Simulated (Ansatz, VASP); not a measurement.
AlN in VASP and in Ansatz

```
CELL_PARAMETERS angstrom
0.00000 2.29783 2.29783
2.29783 0.00000 2.29783
2.29783 2.29783 0.00000
ATOMIC_POSITIONS crystal
Al 0.00000 0.00000 0.00000
N 0.75000 0.75000 0.75000
```

Change from the starting cell: hydrostatic strain +5.2%.

Alike in both runs: task single point; functional PBE; k mesh 10 × 10 × 10; occupations fermi-dirac, width 0.02 eV; no spin polarisation.

```csv
,VASP,Ansatz
version,VASP 6.6.1,Ansatz 0.2.0
potentials or method,"VASP PAW PBE potentials, release 64 (Al, N)","plane waves, PAW"
plane-wave cutoff (eV),520,420
valence electrons in the cell,8,8
```

Ansatz gave:

| Quantity | Value |
| --- | --- |
| gap on the k mesh at the Fermi level (eV) | 2.91 |
| pressure (GPa) | -19.2 |

Question: Estimate VASP's values.

Answer: gap on the k mesh at the Fermi level (eV): 2.91; pressure (GPa): -19.4.
